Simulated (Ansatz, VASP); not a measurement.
CaAl2Sb2: VASP beside Ansatz

File INCAR:

```
PREC = Accurate
ENCUT = 600
EDIFF = 1E-6
ISMEAR = -1
SIGMA = 0.1
LREAL = F
LASPH = T
NELM = 100
ALGO = Normal
ISIF = 3
LWAVE = F
LCHARG = F
GGA = PE
IBRION = 2
NSW = 60
EDIFFG = -0.01
```

Contents of KPOINTS:

```
Automatic mesh
0
Gamma
  5 5 3
```

Contents of POSCAR:

```
CaAl2Sb2
1.0
    4.4986830000      0.0000000000      0.0000000000
   -2.2493410000      3.8959780000      0.0000000000
    0.0000000000      0.0000000000      7.7314340000
Ca Al Sb
1 2 2
Direct
    0.0000000000      0.0000000000      0.0000000000
    0.3333000000      0.6667000000      0.6293000000
    0.6667000000      0.3333000000      0.3707000000
    0.3333000000      0.6667000000      0.2621700000
    0.6667000000      0.3333000000      0.7378300000
```

Input for Ansatz:

```yaml
crystal:
  lattice:
    - [4.498683, 0.0, 0.0]
    - [-2.249341, 3.895978, 0.0]
    - [0.0, 0.0, 7.731434]
  atoms:
    - { symbol: Ca, position: [0.0, 0.0, 0.0] }
    - { symbol: Al, position: [0.3333, 0.6667, 0.6293] }
    - { symbol: Al, position: [0.6667, 0.3333, 0.3707] }
    - { symbol: Sb, position: [0.3333, 0.6667, 0.26217] }
    - { symbol: Sb, position: [0.6667, 0.3333, 0.73783] }
  symmetry: { tolerance: 0.0003 }
kpoints:
  mp_grid: { grid: [5, 5, 3], shift: [0, 0, 0] }
magnetization:
  spin_polarized: false
scf:
  occupations: { method: fermi_dirac }
hamiltonian:
  pseudopotentials: { kind: paw }
  xc: pbe
basis:
  ecutwfc: 420
output:
  forces: true
  stress: true
  eigenvalues: true
  write_density: true
  write_potential: true
  elf: true
  volumetric_format: npy
relax:
  max_steps: 40
  cell: {}
```

Alike in both runs: task relaxation of cell and atoms; functional PBE; k mesh 5 × 5 × 3; no spin polarisation.

|  | VASP | Ansatz |
| --- | --- | --- |
| version | VASP 6.6.1 | Ansatz 0.2.0 |
| potentials or method | VASP PAW PBE potentials, release 64 (Ca_sv, Al, Sb), cutoff 600 eV | PAW plane waves |
| occupations | fermi-dirac, width 0.1 eV | fermi-dirac |
| valence electrons in the cell | 26 | 46 |

```csv
,VASP,Ansatz,Ansatz less VASP
"gap on the k mesh at the Fermi level, each at its own relaxed structure (eV)",none,none,-
relaxed volume (Å³/atom),26.37,26.31,-0.068
relaxed cell length with the largest relative difference (Å),5.031,5.028,-0.0036
```

A gap of «none» marks a metal or a gap that the smearing closes. VASP's potentials hold 26 valence electrons a cell and Ansatz's 46, so a difference there can come from the potentials and not from the codes. Ansatz's warnings: structure snapped to symmetry.

Spin-orbit coupling is off throughout.
